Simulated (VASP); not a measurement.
A run of VASP 6.6.1 is set up as follows.

Contents of INCAR:

```
  ALGO = Fast
  EDIFF = 1E-7
  ENCUT = 520
  GGA = PS
  ISIF = 2
  ISMEAR = 0
  LASPH = T
  LCHARG = F
  LREAL = F
  LWAVE = F
  NBANDS = 18
  NELM = 80
  PREC = Accurate
  SIGMA = 0.15
```

File KPOINTS:

```
k-points
0
Gamma
  18 18 10
```

File POSCAR:

```
Sc
1.0
    3.4080618342      0.0000000000      0.0000000000
   -1.7040309171      2.9514681261      0.0000000000
    0.0000000000      0.0000000000      5.4260400000
Sc
2
Direct
    0.3333333333      0.6666666667      0.2500000000
    0.6666666667      0.3333333333      0.7500000000
```

Potentials or basis: VASP PAW PBE potentials, release 64 (Sc_sv).

Command:

```bash
$ cat potpaw_PBE.64/Sc_sv/POTCAR > POTCAR
$ mpirun -np 1 vasp_std > vasp.out
```

Question: Estimate the band gap on the k mesh.

Answer: Zero (band 11 reaches 3.84 eV, above the bottom of band 12 at 2.61 eV).

Question: What does it give for the pressure?

Answer: -6.4 GPa.

Stress tensor (GPa, compression positive):
```
-5.98  0.00  0.00
 0.00 -5.98  0.00
 0.00  0.00 -7.14
```

Caveat: the cell differs from its parent crystal (strain +0.030 along x and y, +0.030 along z); the PAW data sets were made with another functional, which shifts forces and pressure a little.
